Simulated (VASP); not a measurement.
# PbSe (Fm-3m) in VASP: a series of runs

The runs below take PbSe through single point, with PBEsol.

Program: VASP 6.6.1. These are calculated values, not measurements. Logs are shortened: lines on timing, memory, paths and dates and some standing lists are left out, and cuts for length are marked.

### Step 1. The cell of the first run

Symmetry: Fm-3m, No. 225, cubic system. The conventional cell has a = 5.999 Å, b = 5.999 Å, c = 5.999 Å, α = 90.00°, β = 90.00°, γ = 90.00°. Pb (site symmetry m-3m) has 6 Se at 3.00 Å within 3.9 Å. Se (site symmetry m-3m) has 6 Pb at 3.00 Å within 3.9 Å.

### Step 2. Single point, PBEsol (volume scaled by 0.94)

The input, INCAR:

```
  PREC = Accurate
  ENCUT = 520
  EDIFF = 1E-6
  ISMEAR = -1
  SIGMA = 0.02
  LREAL = F
  LASPH = T
  NELM = 100
  ALGO = Normal
  ISIF = 2
  LWAVE = F
  LCHARG = F
  GGA = PS
  NBANDS = 17
```

The input, KPOINTS:

```
Automatic mesh
0
Gamma
  7 7 7
```

The input, POSCAR:

```
PbSe
1.0
    0.0000000000      2.9996396028      2.9996396028
    2.9996396028      0.0000000000      2.9996396028
    2.9996396028      2.9996396028      0.0000000000
Pb Se
1 1
Direct
    0.0000000000      0.0000000000      0.0000000000
    0.5000000000      0.5000000000      0.5000000000
```

Potentials or basis: VASP PAW PBE potentials, release 64 (Pb_d, Se).

Run with:

```
$ cat potpaw_PBE.64/Pb_d/POTCAR potpaw_PBE.64/Se/POTCAR > POTCAR
$ mpirun -np 1 vasp_std > vasp.out
```

OUTCAR:

```text
PREC = Accurate
   ENCUT = 520
   EDIFF = 1E-6
   ISMEAR = -1
   LREAL = F
   LASPH = T
   NELM = 100
   ISIF = 2
   GGA = PS

 ion  position               nearest neighbor table
   1  0.000  0.000  0.000-   2 3.00   2 3.00   2 3.00   2 3.00   2 3.00   2 3.00
   2  0.500  0.500  0.500-   1 3.00   1 3.00   1 3.00   1 3.00   1 3.00   1 3.00

  LATTYP: Found a face centered cubic cell.
 ALAT       =     5.9992792056

  Lattice vectors:

 A1 = (   0.0000000000,   2.9996396028,   2.9996396028)
 A2 = (   2.9996396028,   0.0000000000,   2.9996396028)
 A3 = (   2.9996396028,   2.9996396028,   0.0000000000)

Analysis of symmetry for initial positions (statically):
=====================================================================
 Subroutine PRICEL returns:
 Original cell was already a primitive cell.

 Routine SETGRP: Setting up the symmetry group for a
 face centered cubic supercell.

 Subroutine GETGRP returns: Found 48 space group operations
 (whereof 48 operations were pure point group operations)
 out of a pool of 48 trial point group operations.

The static configuration has the point symmetry O_h .

Analysis of symmetry for dynamics (positions and initial velocities):
=====================================================================
 Subroutine PRICEL returns:
 Original cell was already a primitive cell.

 Routine SETGRP: Setting up the symmetry group for a
 face centered cubic supercell.

 Subroutine GETGRP returns: Found 48 space group operations
 (whereof 48 operations were pure point group operations)
 out of a pool of 48 trial point group operations.

The dynamic configuration has the point symmetry O_h .

 Subroutine INISYM returns: Found 48 space group operations
 (whereof 48 operations are pure point group operations),
 and found     1 'primitive' translations

----------------------------------------------------------------------------------------

                                     Primitive cell

  volume of cell :      53.9805

  direct lattice vectors                    reciprocal lattice vectors
     0.000000000  2.999639603  2.999639603    -0.166686691  0.166686691  0.166686691
     2.999639603  0.000000000  2.999639603     0.166686691 -0.166686691  0.166686691
     2.999639603  2.999639603  0.000000000     0.166686691  0.166686691 -0.166686691

  length of vectors
     4.242131009  4.242131009  4.242131009     0.288709818  0.288709818  0.288709818

  position of ions in fractional coordinates (direct lattice)
     0.000000000  0.000000000  0.000000000
     0.500000000  0.500000000  0.500000000

  ion indices of the primitive-cell ions
   primitive index   ion index
                 1           1
                 2           2

----------------------------------------------------------------------------------------

 KPOINTS: Automatic mesh

Automatic generation of k-mesh.
 Grid dimensions read from file:
 generate k-points for:    7    7    7

 Generating k-lattice:

  Cartesian coordinates                     Fractional coordinates (reciprocal lattice)
    -0.023812384  0.023812384  0.023812384     0.142857143  0.000000000  0.000000000
     0.023812384 -0.023812384  0.023812384     0.000000000  0.142857143  0.000000000
     0.023812384  0.023812384 -0.023812384     0.000000000  0.000000000  0.142857143

  Length of vectors
     0.041244260  0.041244260  0.041244260

  Shift w.r.t. Gamma in fractional coordinates (k-lattice)
     0.000000000  0.000000000  0.000000000

 Subroutine IBZKPT returns following result:
 ===========================================

 Found     20 irreducible k-points:

 Following reciprocal coordinates:
            Coordinates               Weight
  0.000000  0.000000  0.000000      1.000000
  0.142857  0.000000  0.000000      8.000000
  0.285714  0.000000  0.000000      8.000000
  0.428571  0.000000  0.000000      8.000000
  0.142857  0.142857  0.000000      6.000000
  0.285714  0.142857  0.000000     24.000000
[... 12 lines left out ...]
 -0.428571  0.428571  0.142857     24.000000
 -0.285714  0.428571  0.142857     24.000000
   k-points           NKPTS =     20   k-points in BZ     NKDIM =     20   number of bands    NBANDS=     17
   number of dos      NEDOS =    301   number of ions     NIONS =      2
   total plane-waves  NPLWV =  32768
   dimension x,y,z NGX =    32 NGY =   32 NGZ =   32
   dimension x,y,z NGXF=    64 NGYF=   64 NGZF=   64
   ions per type =               1   1
   NGX,Y,Z   is equivalent  to a cutoff of  12.54, 12.54, 12.54 a.u.
   NGXF,Y,Z  is equivalent  to a cutoff of  25.08, 25.08, 25.08 a.u.
 SYSTEM =  unknown system
   PREC   = accura    normal or accurate (medium, high low for compatibility)
   ISTART =      0    job   : 0-new  1-cont  2-samecut
   ICHARG =      2    charge: 1-file 2-atom 10-const
   ISPIN  =      1    spin polarized calculation?
   LNONCOLLINEAR =      F non collinear calculations
   LSORBIT =      F    spin-orbit coupling
   LASPH  =      T    aspherical Exc in radial PAW
   ENCUT  =  520.0 eV  38.22 Ry    6.18 a.u.   7.89  7.89  7.89*2*pi/ulx,y,z
   NELM   =    100;   NELMIN=  2; NELMDL= -5     # of ELM steps
   EDIFF  = 0.1E-05   stopping-criterion for ELM
   LREAL  =      F    real-space projection
   EDIFFG = 0.1E-04   stopping-criterion for IOM
   NSW    =      0    number of steps for IOM
   IBRION =     -1    ionic relax: 0-MD 1-quasi-New 2-CG
   NFREE  =      0    steps in history (QN), initial steepest desc. (CG)
   ISIF   =      2    stress and relaxation
   ISYM   =      2    0-nonsym 1-usesym 2-fastsym
   POTIM  = 0.5000    time-step for ionic-motion
   TEBEG  =    0.0;   TEEND  =   0.0 temperature during run
   PSTRESS=    0.0 pullay stress
   NELECT =      20.0000    total number of electrons
   NUPDOWN=      -1.0000    fix difference up-down
   EMIN   =  10.00;   EMAX   =-10.00  energy-range for DOS
   EFERMI =   0.00;   METHOD = LEGACY
   ISMEAR =    -1;   SIGMA  =   0.02  broadening in eV -4-tet -1-fermi 0-gaus
   EFERMI_NEDOS =   21; number of points for ismear=-14 and -15
   IALGO  =     38    algorithm
   IMIX   =      4    mixing-type and parameters
     AMIX     =   0.40;   BMIX     =  1.00
     AMIX_MAG =   1.60;   BMIX_MAG =  1.00
  volume/ion in A,a.u.               =      26.99       182.14
  Fermi-wavevector in a.u.,A,eV,Ry     =   1.175815  2.221969 18.810619  1.382541
  Thomas-Fermi vector in A             =   2.312190
   LORBIT       =      0    0 simple, 1 ext, 2 COOP (PROOUT), +10 PAW based schemes
   GGA     = PS    functional components
   LHFCALC =     F    Hartree Fock is set to
   AEXX    =    0.0000 exact exchange contribution
   IVDW    =     0    specifies the selected vdW correction
   LEPSILON=     F    determine dielectric tensor
   LRPA    =     F    only Hartree local field effects (RPA)
 non-spin polarized calculation
  energy-cutoff  :      520.00
  volume of cell :       53.98
 maximum number of plane-waves:      1468
   NGX = 15   NGY = 15   NGZ = 15

 number of electron      20.0000002 magnetization

 Free energy of the ion-electron system (eV)
  ---------------------------------------------------
  ext. energy  EPLUGINS =         0.00000000
  ---------------------------------------------------
  free energy    TOTEN  =        -8.89456658 eV

  energy without entropy =       -8.89456658  energy(sigma->0) =       -8.89456658

 E-fermi :   5.7713     XC(G=0): -10.0008

 val. band max:        5.3711384529   @ k =   0.4286   0.0000   0.0000
 cond. band min:       6.1666272506   @ k =   0.4286   0.0000   0.0000
 fundamental gap:      0.7954887977
 Fermi energy:         5.7713087450

 k-point     1 :       0.0000    0.0000    0.0000
  band No.  band energies     occupation
      1     -11.1827      2.00000
      2     -11.1827      2.00000
      3     -11.1806      2.00000
      4     -11.1806      2.00000
      5     -11.1806      2.00000
      6      -8.4652      2.00000
[... 9 lines left out ...]
     16      11.9935      0.00000
     17      13.4833      0.00000

 k-point     2 :       0.1429    0.0000    0.0000
  band No.  band energies     occupation
      1     -11.1886      2.00000
      2     -11.1886      2.00000
      3     -11.1799      2.00000
      4     -11.1728      2.00000
      5     -11.1728      2.00000
      6      -8.2931      2.00000
[... 9 lines left out ...]
     16      12.4614      0.00000
     17      15.1035      0.00000

 k-point     3 :       0.2857    0.0000    0.0000
  band No.  band energies     occupation
      1     -11.2026      2.00000
      2     -11.2026      2.00000
      3     -11.1789      2.00000
      4     -11.1548      2.00000
      5     -11.1548      2.00000
      6      -7.8310      2.00000
[... 9 lines left out ...]
     16      13.6055      0.00000
     17      17.5288      0.00000

 k-point     4 :       0.4286    0.0000    0.0000
  band No.  band energies     occupation
      1     -11.2138      2.00000
      2     -11.2138      2.00000
      3     -11.1786      2.00000
      4     -11.1401      2.00000
      5     -11.1401      2.00000
      6      -7.3281      2.00000
[... 9 lines left out ...]
     16      15.2397      0.00000
     17      16.5602      0.00000
[... 263 lines left out ...]
      1     -11.2731      2.00000
      2     -11.1946      2.00000
      3     -11.1715      2.00000
      4     -11.1529      2.00000
      5     -11.1345      2.00000
      6      -7.0066      2.00000
[... 9 lines left out ...]
     16      16.0518      0.00000
     17      17.1965      0.00000

 k-point    19 :      -0.4286    0.4286    0.1429
  band No.  band energies     occupation
      1     -11.3251      2.00000
      2     -11.1895      2.00000
      3     -11.1744      2.00000
      4     -11.1393      2.00000
      5     -11.1255      2.00000
      6      -6.8348      2.00000
[... 9 lines left out ...]
     16      17.2335      0.00000
     17      17.8896      0.00000

 k-point    20 :      -0.2857    0.4286    0.1429
  band No.  band energies     occupation
      1     -11.3086      2.00000
      2     -11.1856      2.00000
      3     -11.1716      2.00000
      4     -11.1558      2.00000
      5     -11.1257      2.00000
      6      -6.7699      2.00000
[... 9 lines left out ...]
     16      17.2793      0.00000
     17      17.9200      0.00000

------------------------ aborting loop because EDIFF is reached ----------------------------------------

  FORCE on cell =-STRESS in cart. coord.  units (eV):
  Direction    XX          YY          ZZ          XY          YZ          ZX
  --------------------------------------------------------------------------------------
  -------------------------------------------------------------------------------------
  Total        1.0001464      1.0001464      1.0001464      0.0000000     -0.0000000      0.0000000
  in kB       29.6849900     29.6849900     29.6849900      0.0000000     -0.0000000      0.0000000
  external PRESSURE =      29.6849900 kB  Pullay stress =       0.0000000 kB

 VOLUME and BASIS-vectors are now :
 -----------------------------------------------------------------------------
  energy-cutoff  :      520.00
  volume of cell :       53.98
      direct lattice vectors                 reciprocal lattice vectors
     0.000000000  2.999639603  2.999639603    -0.166686691  0.166686691  0.166686691
     2.999639603  0.000000000  2.999639603     0.166686691 -0.166686691  0.166686691
     2.999639603  2.999639603  0.000000000     0.166686691  0.166686691 -0.166686691

 POSITION                                       TOTAL-FORCE (eV/Angst)
 -----------------------------------------------------------------------------------
      0.00000      0.00000      0.00000         0.000000      0.000000      0.000000
      2.99964      2.99964      2.99964        -0.000000     -0.000000     -0.000000
 -----------------------------------------------------------------------------------
    total drift:                                0.000000     -0.000000     -0.000000

  FREE ENERGIE OF THE ION-ELECTRON SYSTEM (eV)
  ---------------------------------------------------
  free  energy   TOTEN  =        -8.8945665794 eV

  energy  without entropy=       -8.8945665793  energy(sigma->0) =       -8.89456658
```

Run time: 17 s. Hardware: 1 thread of AMD EPYC 7R13, shared host; peak memory 0.18 GiB.

Results:

- Free energy: -8.8946 eV
- Pressure: 3.0 GPa

Caveat: this odd mesh misses L, where the gap lies, so gap, dielectric constants and Born charges aren't listed; the PAW data sets were made with another functional, which shifts forces and pressure a little; spin-orbit coupling is left out, which moves the levels of the heavy elements.

[end of part 1 of 2]
